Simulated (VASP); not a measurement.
# SiC (P6_3mc) in VASP: further runs, part 2 of 2

VASP 6.6.1. Earlier steps stand in the parts before.

### 4 Single point, LDA (c/a of the conventional cell at fixed volume 1.5100)

Contents of INCAR:

```
SYSTEM = SiC
  PREC = Accurate
  ENCUT = 520
  EDIFF = 1E-6
  ISMEAR = 0
  SIGMA = 0.05
  LREAL = .FALSE.
  LASPH = .TRUE.
  NELM = 100
  ALGO = Normal
  ISIF = 2
  LWAVE = .FALSE.
  LCHARG = .TRUE.
  GGA = CA
  LELF = .TRUE.
  LVHAR = .TRUE.
  NBANDS = 16
```

Contents of KPOINTS:

```
Automatic mesh
0
G
  12 12 6
  0 0 0
```

Contents of POSCAR:

```
SiC
1.0
    3.1423316029      0.0000000000      0.0000000000
   -1.5711658015      2.7213389952      0.0000000000
    0.0000000000      0.0000000000      4.7449207204
Si C
2 2
Direct
    0.3333333333      0.6666666667      0.0046041256
    0.6666666667      0.3333333333      0.5046041256
    0.3333333333      0.6666666667      0.3654442382
    0.6666666667      0.3333333333      0.8654442382
```

Potentials or basis: VASP PAW LDA potentials, release 64 (Si, C).

On the command line:

```
$ cat potpaw_LDA.64/Si/POTCAR potpaw_LDA.64/C/POTCAR > POTCAR
$ mpirun -np 1 vasp_std > vasp.out
```

OUTCAR:

```text
SYSTEM = SiC
   PREC = Accurate
   ENCUT = 520
   EDIFF = 1E-6
   ISMEAR = 0
   LREAL = .FALSE.
   LASPH = .TRUE.
   NELM = 100
   ISIF = 2
   GGA = CA

 ion  position               nearest neighbor table
   1  0.333  0.667  0.005-   3 1.71   4 1.93   4 1.93   4 1.93   2 2.99   2 2.99   2 2.99   2 2.99
                             2 2.99   2 2.99
   2  0.667  0.333  0.505-   4 1.71   3 1.93   3 1.93   3 1.93   1 2.99   1 2.99   1 2.99   1 2.99
                             1 2.99   1 2.99
   3  0.333  0.667  0.365-   1 1.71   2 1.93   2 1.93   2 1.93
   4  0.667  0.333  0.865-   2 1.71   1 1.93   1 1.93   1 1.93

  LATTYP: Found a hexagonal cell.
 ALAT       =     3.1423316029
 C/A-ratio  =     1.5100000000

  Lattice vectors:

 A1 = (   3.1423316029,   0.0000000000,   0.0000000000)
 A2 = (  -1.5711658015,   2.7213389952,   0.0000000000)
 A3 = (   0.0000000000,   0.0000000000,   4.7449207204)

Analysis of symmetry for initial positions (statically):
=====================================================================
 Subroutine PRICEL returns:
 Original cell was already a primitive cell.

 Routine SETGRP: Setting up the symmetry group for a
 hexagonal supercell.

 Subroutine GETGRP returns: Found 12 space group operations
 (whereof  6 operations were pure point group operations)
[... 171 lines left out ...]
 E-fermi :   8.7419     XC(G=0): -11.6172

 val. band max:        8.4593170686   @ k =   0.0000   0.0000   0.0000
 cond. band min:      10.5000456458   @ k =   0.3333   0.3333   0.0000
 fundamental gap:      2.0407285772
 Fermi energy:         8.7418924601

 k-point     1 :       0.0000    0.0000    0.0000
  band No.  band energies     occupation
      1      -7.2433      2.00000
      2      -2.8063      2.00000
      3      -0.4099      2.00000
      4       6.6439      2.00000
      5       6.6439      2.00000
      6       8.0935      2.00000
[... 433 lines left out ...]
      3       0.8673      2.00000
      4       2.8196      2.00000
      5       3.8239      2.00000
      6       5.1685      2.00000
[... 8 lines left out ...]
     15      20.1541      0.00000
     16      20.2028      0.00000

 [... further k-points ...]
[... 5 lines left out ...]
  --------------------------------------------------------------------------------------
  -------------------------------------------------------------------------------------
  Total       -4.3371786     -4.3371786     13.4342564      0.0000000      0.0000000      0.0000000
  in kB     -171.2593420   -171.2593420    530.4697172      0.0000000      0.0000000      0.0000000
  external PRESSURE =      62.6503444 kB  Pullay stress =       0.0000000 kB

 VOLUME and BASIS-vectors are now :
 -----------------------------------------------------------------------------
  energy-cutoff  :      520.00
  volume of cell :       40.58
      direct lattice vectors                 reciprocal lattice vectors
     3.142331603  0.000000000  0.000000000     0.318235033  0.183733082  0.000000000
    -1.571165802  2.721338995  0.000000000     0.000000000  0.367466163  0.000000000
     0.000000000  0.000000000  4.744920720     0.000000000  0.000000000  0.210751677

 POSITION                                       TOTAL-FORCE (eV/Angst)
 -----------------------------------------------------------------------------------
     -0.00000      1.81423      0.02185         0.000000      0.000000     -3.402808
      1.57117      0.90711      2.39431         0.000000      0.000000     -3.402808
     -0.00000      1.81423      1.73400         0.000000      0.000000      3.402808
      1.57117      0.90711      4.10646        -0.000000     -0.000000      3.402808
 -----------------------------------------------------------------------------------
    total drift:                               -0.000000      0.000000      0.000065

  FREE ENERGIE OF THE ION-ELECTRON SYSTEM (eV)
  ---------------------------------------------------
  free  energy   TOTEN  =       -32.5989308452 eV

  energy  without entropy=      -32.5989308452  energy(sigma->0) =      -32.59893085
```

OSZICAR:

```text
N       E                     dE             d eps       ncg     rms          rms(c)
DAV:   1     0.218442841033E+02    0.21844E+02   -0.71522E+03  2432   0.893E+02
DAV:   2    -0.346642019001E+02   -0.56508E+02   -0.51959E+02  3464   0.160E+02
DAV:   3    -0.371413892176E+02   -0.24772E+01   -0.24677E+01  3160   0.308E+01
DAV:   4    -0.371605793640E+02   -0.19190E-01   -0.19187E-01  3008   0.337E+00
DAV:   5    -0.371607822695E+02   -0.20291E-03   -0.20290E-03  3192   0.322E-01    0.137E+01
DAV:   6    -0.327818853761E+02    0.43789E+01   -0.75145E+00  3056   0.172E+01    0.626E+00
DAV:   7    -0.326478288383E+02    0.13406E+00   -0.13547E+00  3440   0.689E+00    0.258E+00
DAV:   8    -0.326048631648E+02    0.42966E-01   -0.75572E-02  2784   0.168E+00    0.746E-01
DAV:   9    -0.325988890070E+02    0.59742E-02   -0.98427E-03  3144   0.683E-01    0.143E-01
DAV:  10    -0.325989238116E+02   -0.34805E-04   -0.79062E-04  2736   0.188E-01    0.697E-02
DAV:  11    -0.325989327222E+02   -0.89106E-05   -0.34748E-05  3368   0.394E-02    0.259E-02
DAV:  12    -0.325989311331E+02    0.15891E-05   -0.63073E-06  2936   0.181E-02    0.128E-02
DAV:  13    -0.325989308452E+02    0.28783E-06   -0.21021E-06  2680   0.936E-03
   1 F= -.32598931E+02 E0= -.32598931E+02  d E =-.891661E-18
```

Wall time 48 s (1 thread of Intel Xeon 8259CL, shared host); peak memory 0.16 GiB.

Results:

```
Free energy            : -32.5989 eV
Pressure               : 6.3 GPa
Largest force          : 3.403 eV/Å
Band gap on the k mesh : 2.04 eV, indirect (least direct gap 3.00 eV)
```

Forces in eV/Å, atoms in the order of the input:
```
Si   0.000  0.000 -3.403
Si   0.000  0.000 -3.403
C    0.000  0.000  3.403
C    0.000  0.000  3.403
```

Caveat: forces of over 1 eV/Å act on the atoms, so gaps and moduli don't describe the material at rest. A k mesh can miss the band edges.

### 5 Single point, LDA (c/a of the conventional cell at fixed volume 1.6851)

Contents of INCAR:

```
ALGO     = Normal         # electronic algorithm
EDIFF    = 1E-6           # SCF threshold, eV
ENCUT    = 520            # plane-wave cutoff, eV
GGA      = CA             # functional
ISIF     = 2              # what is computed and relaxed
ISMEAR   = 0              # smearing method
LASPH    = True           # aspherical terms in the spheres
LCHARG   = True           # write CHGCAR
LELF     = True           # ELF
LREAL    = False          # projectors in reciprocal space
LVHAR    = True         
LWAVE    = False          # write WAVECAR
NBANDS   = 16             # bands
NELM     = 60             # most SCF steps
PREC     = Accurate       # precision mode
SIGMA    = 0.05           # smearing width, eV
```

Contents of KPOINTS:

```
k-points
0
Gamma
  12 12 6
```

Contents of POSCAR:

```
SiC
1.0
    3.0294870667      0.0000000000      0.0000000000
   -1.5147435334      2.6236127602      0.0000000000
    0.0000000000      0.0000000000      5.1049886560
Si C
2 2
Direct
    0.3333333333      0.6666666667      0.0046041256
    0.6666666667      0.3333333333      0.5046041256
    0.3333333333      0.6666666667      0.3654442382
    0.6666666667      0.3333333333      0.8654442382
```

Potentials or basis: VASP PAW LDA potentials, release 64 (Si, C).

On the command line:

```
$ cat potpaw_LDA.64/Si/POTCAR potpaw_LDA.64/C/POTCAR > POTCAR
$ mpirun -np 1 vasp_std > vasp.out
```

OUTCAR:

```text
EDIFF = 1E-6
   ENCUT = 520
   GGA = CA
   ISIF = 2
   ISMEAR = 0
   LASPH = True
   LREAL = False
   NELM = 60
   PREC = Accurate

 ion  position               nearest neighbor table
   1  0.333  0.667  0.005-   3 1.84   4 1.89   4 1.89   4 1.89   2 3.09   2 3.09   2 3.09   2 3.09
                             2 3.09   2 3.09
   2  0.667  0.333  0.505-   4 1.84   3 1.89   3 1.89   3 1.89   1 3.09   1 3.09   1 3.09   1 3.09
                             1 3.09   1 3.09
   3  0.333  0.667  0.365-   1 1.84   2 1.89   2 1.89   2 1.89
   4  0.667  0.333  0.865-   2 1.84   1 1.89   1 1.89   1 1.89

  LATTYP: Found a hexagonal cell.
 ALAT       =     3.0294870667
 C/A-ratio  =     1.6851000000

  Lattice vectors:

 A1 = (   3.0294870667,   0.0000000000,   0.0000000000)
 A2 = (  -1.5147435334,   2.6236127602,   0.0000000000)
 A3 = (   0.0000000000,   0.0000000000,   5.1049886560)

Analysis of symmetry for initial positions (statically):
=====================================================================
 Subroutine PRICEL returns:
 Original cell was already a primitive cell.

 Routine SETGRP: Setting up the symmetry group for a
 hexagonal supercell.
[... 170 lines left out ...]
  free energy    TOTEN  =       -33.17019169 eV

  energy without entropy =      -33.17019169  energy(sigma->0) =      -33.17019169

 E-fermi :   8.9606     XC(G=0): -11.6392

 val. band max:        8.6923537597   @ k =   0.0000   0.0000   0.0000
 cond. band min:      10.1426235218   @ k =   0.3333   0.3333   0.0000
 fundamental gap:      1.4502697621
 Fermi energy:         8.9605963567

 k-point     1 :       0.0000    0.0000    0.0000
  band No.  band energies     occupation
      1      -7.1887      2.00000
      2      -3.5976      2.00000
      3      -0.6983      2.00000
      4       7.4339      2.00000
      5       7.4339      2.00000
      6       7.7729      2.00000
[... 433 lines left out ...]
      3       1.0219      2.00000
      4       2.6282      2.00000
      5       3.7428      2.00000
      6       5.8212      2.00000
[... 8 lines left out ...]
     15      19.7129      0.00000
     16      20.6588      0.00000

 [... further k-points ...]
[... 5 lines left out ...]
  --------------------------------------------------------------------------------------
  -------------------------------------------------------------------------------------
  Total        0.6283317      0.6283317     -0.9853715     -0.0000000      0.0000000      0.0000000
  in kB       24.8105236     24.8105236    -38.9087208     -0.0000000      0.0000000      0.0000000
  external PRESSURE =       3.5707754 kB  Pullay stress =       0.0000000 kB

 VOLUME and BASIS-vectors are now :
 -----------------------------------------------------------------------------
  energy-cutoff  :      520.00
  volume of cell :       40.58
      direct lattice vectors                 reciprocal lattice vectors
     3.029487067  0.000000000  0.000000000     0.330088882  0.190576905  0.000000000
    -1.514743533  2.623612760  0.000000000     0.000000000  0.381153810  0.000000000
     0.000000000  0.000000000  5.104988656     0.000000000  0.000000000  0.195886821

 POSITION                                       TOTAL-FORCE (eV/Angst)
 -----------------------------------------------------------------------------------
     -0.00000      1.74908      0.02350        -0.000000      0.000000     -1.257144
      1.51474      0.87454      2.57600         0.000000     -0.000000     -1.257144
     -0.00000      1.74908      1.86559        -0.000000      0.000000      1.257144
      1.51474      0.87454      4.41808         0.000000      0.000000      1.257144
 -----------------------------------------------------------------------------------
    total drift:                               -0.000000     -0.000000      0.000223

  FREE ENERGIE OF THE ION-ELECTRON SYSTEM (eV)
  ---------------------------------------------------
  free  energy   TOTEN  =       -33.1701916882 eV

  energy  without entropy=      -33.1701916882  energy(sigma->0) =      -33.17019169
```

OSZICAR:

```text
N       E                     dE             d eps       ncg     rms          rms(c)
DAV:   1     0.226287039217E+02    0.22629E+02   -0.72200E+03  2432   0.897E+02
DAV:   2    -0.348218717738E+02   -0.57451E+02   -0.52718E+02  3456   0.159E+02
DAV:   3    -0.373495006349E+02   -0.25276E+01   -0.25177E+01  3248   0.308E+01
DAV:   4    -0.373688713671E+02   -0.19371E-01   -0.19368E-01  2952   0.337E+00
DAV:   5    -0.373690687488E+02   -0.19738E-03   -0.19738E-03  3200   0.317E-01    0.131E+01
DAV:   6    -0.333247903095E+02    0.40443E+01   -0.71843E+00  2992   0.165E+01    0.604E+00
DAV:   7    -0.332159721650E+02    0.10882E+00   -0.11919E+00  3472   0.640E+00    0.249E+00
DAV:   8    -0.331758091224E+02    0.40163E-01   -0.62360E-02  2776   0.151E+00    0.716E-01
DAV:   9    -0.331701304366E+02    0.56787E-02   -0.77015E-03  3160   0.606E-01    0.111E-01
DAV:  10    -0.331701877314E+02   -0.57295E-04   -0.56987E-04  2960   0.147E-01    0.625E-02
DAV:  11    -0.331701925035E+02   -0.47720E-05   -0.18943E-05  3224   0.316E-02    0.178E-02
DAV:  12    -0.331701916882E+02    0.81527E-06   -0.49331E-06  2888   0.137E-02
   1 F= -.33170192E+02 E0= -.33170192E+02  d E =-.206624E-16
```

stdout:

```text
POSCAR found type information on POSCAR SiC
 POSCAR found :  2 types and       4 ions
 scaLAPACK will be used
 LDA part: xc-table for (Slater(with rela. corr.)+CA(PZ))
 , standard interpolation
 POSCAR, INCAR and KPOINTS ok, starting setup
 FFT: planning ... GRIDC
 FFT: planning ... GRID_SOFT
 FFT: planning ... GRID
 WAVECAR not read
 entering main loop
```

Wall time 53 s (1 thread of Intel Xeon 8259CL, shared host); peak memory 0.16 GiB.

What came out:

```
Free energy            : -33.1702 eV
Pressure               : 0.4 GPa
Largest force          : 1.257 eV/Å
Band gap on the k mesh : 1.45 eV, indirect (least direct gap 3.96 eV)
```

Forces on the atoms (eV/Å):
```
Si   0.000  0.000 -1.257
Si   0.000  0.000 -1.257
C    0.000  0.000  1.257
C    0.000  0.000  1.257
```

Caveat: forces of over 1 eV/Å act on the atoms, so gaps and moduli don't describe the material at rest.

### 6 Single point, LDA (c/a of the conventional cell at fixed volume 1.6851)

Contents of INCAR:

```
SYSTEM = SiC
ALGO = Normal ; EDIFF = 1E-7
ENCUT = 520 ; ISIF = 2
ISMEAR = 0 ; LASPH = .True.
LCHARG = .True. ; LELF = .True.
LREAL = .False. ; LVHAR = .True.
LWAVE = .False. ; NBANDS = 16
NELM = 60 ; PREC = Accurate
SIGMA = 0.05
```

Contents of KPOINTS:

```
k-points
0
Gamma
  12 12 6
  0 0 0
```

Edit POSCAR of step 5 so:

```diff
@@ -10,3 +10,3 @@
     0.6666666667      0.3333333333      0.5046041256
-    0.3333333333      0.6666666667      0.3654442382
-    0.6666666667      0.3333333333      0.8654442382
+    0.3333333333      0.6666666667      0.3953475106
+    0.6666666667      0.3333333333      0.8953475106
```

Potentials or basis: VASP PAW LDA potentials, release 64 (Si, C).

On the command line:

```
$ cat potpaw_LDA.64/Si/POTCAR potpaw_LDA.64/C/POTCAR > POTCAR
$ mpirun -np 1 vasp_std > vasp.out
```

It took 57 s on 1 thread of Intel Xeon 8259CL, shared host; peak memory 0.16 GiB.

Results (log left out):

```yaml
Free_energy: -33.1194 eV
Pressure: 2.3 GPa
Largest_force: 1.306 eV/Å
Band_gap_on_the_k_mesh: 2.20 eV, indirect (least direct gap 4.34 eV)
```

Forces on the atoms (eV/Å):
```
Si   0.000  0.000  1.306
Si   0.000  0.000  1.306
C    0.000  0.000 -1.306
C    0.000  0.000 -1.306
```

Stress tensor (GPa, compression positive):
```
  9.27   0.00   0.00
  0.00   9.27   0.00
  0.00   0.00 -11.67
```

Levels at points of the mesh, in eV from the valence-band top:
| k point | band 5 | band 6 | band 7 | band 8 | band 9 | band 10 | band 11 | band 12 |
| --- | --- | --- | --- | --- | --- | --- | --- | --- |
| (0.00, 0.00, 0.00) | -1.50 | -0.36 | -0.36 | 0.00 | 5.15 | 5.58 | 6.71 | 6.71 |
| (0.50, 0.00, 0.00) | -5.38 | -3.53 | -3.22 | -1.65 | 2.69 | 4.04 | 6.78 | 7.44 |
| (0.00, 0.00, 0.50) | -0.97 | -0.97 | -0.97 | -0.97 | 6.09 | 6.09 | 7.33 | 7.33 |
| (0.50, 0.00, 0.50) | -2.73 | -2.73 | -2.39 | -2.39 | 3.05 | 3.05 | 4.80 | 4.80 |

Caveat: forces of over 1 eV/Å act on the atoms, so gaps and moduli don't describe the material at rest. A k mesh can miss the band edges.

### 7 Overview

| cell | gap on the mesh (eV) | pressure (GPa) | largest force (eV/Å) |
| --- | --- | --- | --- |
| a = 3.029, b = 3.029, c = 5.105 Å, angles 90.0, 90.0, 120.0°, 4 atoms | 2.20 | 2.3 | 1.31 |
| a = 3.084, b = 3.084, c = 4.926 Å, angles 90.0, 90.0, 120.0°, 4 atoms | 1.16 | 2.1 | 2.25 |
| a = 3.142, b = 3.142, c = 4.745 Å, angles 90.0, 90.0, 120.0°, 4 atoms | 2.04 | 6.3 | 3.40 |

Some of these runs hold the atoms at other places in the same cell, which the table doesn't show; runs alike in all that it shows share one row.

Alike in all rows: task single point; level LDA; potentials or basis VASP PAW LDA potentials, release 64 (Si, C); no spin polarisation; k mesh 12 × 12 × 6; cutoff (eV) 520; smearing gaussian 0.05 eV.

Caveats: forces of over 1 eV/Å act on the atoms, so gaps and moduli don't describe the material at rest.

Absolute energies hang on the potentials; compare differences alone.
